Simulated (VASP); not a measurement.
Write the native input for VASP 6.6.1 that does the following.

- Task: relaxation of cell and atoms
- Functional: PBE
- Potentials or basis: VASP PAW PBE potentials, release 64 (Be, Pb_d, O)
- Cutoff: 600 eV
- k mesh: 10 × 10 × 10
- Occupations: gaussian, width 0.1 eV
- Spin: no spin polarisation
- Dipole correction: no
- Further INCAR settings: ALGO = Normal; EDIFF = 1e-07; IBRION = 2; EDIFFG = -0.005; NSW = 100; ISIF = 3

The structure of Be3PbO lies in POSCAR:

```
Be3PbO
1.0
    3.8716401679      0.0000000000      0.0000000000
    0.0000000000      3.8716401679      0.0000000000
    0.0000000000      0.0000000000      3.8716401679
Be Pb O
3 1 1
Direct
    0.0000000000      0.5000000000      0.5000000000
    0.5000000000      0.0000000000      0.5000000000
    0.5000000000      0.5000000000      0.0000000000
    0.0000000000      0.0000000000      0.0000000000
    0.5000000000      0.5000000000      0.5000000000
```

These files were run (other wordings do the same):

INCAR

```
PREC = Accurate
ENCUT = 600
EDIFF = 1E-7
ISMEAR = 0
SIGMA = 0.1
LREAL = False
LASPH = True
NELM = 80
ALGO = Normal
ISIF = 3
LWAVE = False
LCHARG = False
GGA = PE
IBRION = 2
NSW = 100
EDIFFG = -0.005
```

KPOINTS

```
Automatic mesh
0
Gamma
  10 10 10
```

Potentials or basis: VASP PAW PBE potentials, release 64 (Be, Pb_d, O).

The run is started by

```console
$ cat potpaw_PBE.64/Be/POTCAR potpaw_PBE.64/Pb_d/POTCAR potpaw_PBE.64/O/POTCAR > POTCAR
$ mpirun -np 1 vasp_std > vasp.out
```

It gave:

```
Relaxed volume                         : 11.63 Å³/atom
Relaxed cell                           : a = 3.874 Å, b = 3.874 Å, c = 3.874 Å, α = 90.00°, β = 90.00°, γ = 90.00°
Space group after relaxing (to 0.05 Å) : Pm-3m (No. 221)
Energy gained by relaxing              : 0.0 meV/atom
Ionic steps                            : 2
Pressure after relaxing                : 0.0 GPa
Band gap on the k mesh                 : zero (band 13 reaches 8.68 eV, above the bottom of band 14 at 8.47 eV)
```

Caveat: spin-orbit coupling is left out, which moves the levels of the heavy elements.

Run time: 89 s on 1 thread of AMD EPYC 7R43 64-Core Processor (Zen 3), with other jobs on the host, peak memory 0.2 GiB.
